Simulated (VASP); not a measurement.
Crystal: C.

```xyz
2
Lattice="0.0000 1.7801 1.7801 1.7801 0.0000 1.7801 1.7801 1.7801 0.0000" Properties=species:S:1:pos:R:3 pbc="T T T"
C     0.0000    0.0000    0.0000
C     0.8901    0.8901    0.8901
```

Base run:

```yaml
Program: VASP 6.6.1
Functional: r2SCAN
Potentials_or_basis: VASP PAW PBE potentials, release 64 (C)
Cutoff: 520 eV
k_mesh: 10 × 10 × 10
Occupations: gaussian, width 0.01 eV
Spin: no spin polarisation
```

Its results: band gap on the k mesh 4.38 eV, indirect (least direct gap 5.85 eV); pressure 1.1 GPa.

The run is repeated on the same cell with these changes: functional from r2SCAN to PBE. What comes out?

Band gap on the k mesh 4.18 eV, indirect (least direct gap 5.60 eV); pressure 4.9 GPa.

r2SCAN gives the wider gap, since meta-GGAs in the generalised Kohn-Sham scheme recover part of the derivative discontinuity.

Caveats: the PAW data sets were made with another functional, which shifts forces and pressure a little (some runs).

A k mesh can miss the band edges.
